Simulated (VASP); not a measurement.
Here is a VASP 6.6.1 calculation.

File INCAR:

```
SYSTEM = Ba
PREC = Accurate ; ENCUT = 500
EDIFF = 1E-6 ; ISMEAR = -1
SIGMA = 0.1 ; LREAL = .FALSE.
LASPH = .TRUE. ; NELM = 120
ALGO = Normal ; ISIF = 2
LWAVE = .FALSE. ; LCHARG = .FALSE.
NBANDS = 17 ; GGA_COMPAT = .FALSE.
```

File KPOINTS:

```
Automatic mesh
0
G
  10 10 5
  0 0 0
```

POSCAR

```
Ba
1.0
    4.2332088451      0.0000000000      0.0000000000
   -2.1166044225      3.6660663993      0.0000000000
    0.0000000000      0.0000000000      6.8623955318
Ba
2
Direct
    0.3333333333      0.6666666667      0.2500000000
    0.6666666667      0.3333333333      0.7500000000
```

Potentials or basis: VASP PAW LDA potentials, release 64 (Ba_sv).

The run is started by

```console
$ cat potpaw_LDA.64/Ba_sv/POTCAR > POTCAR
$ mpirun -np 1 vasp_std > vasp.out
```

(1) Predict the pressure.

(2) Estimate the band gap on the k mesh.

Results:

(1) 0.1 GPa.

(2) zero (bands 10 and 11 overlap by 0.42 eV).

Caveat: spin-orbit coupling is left out, which moves the levels of the heavy elements.
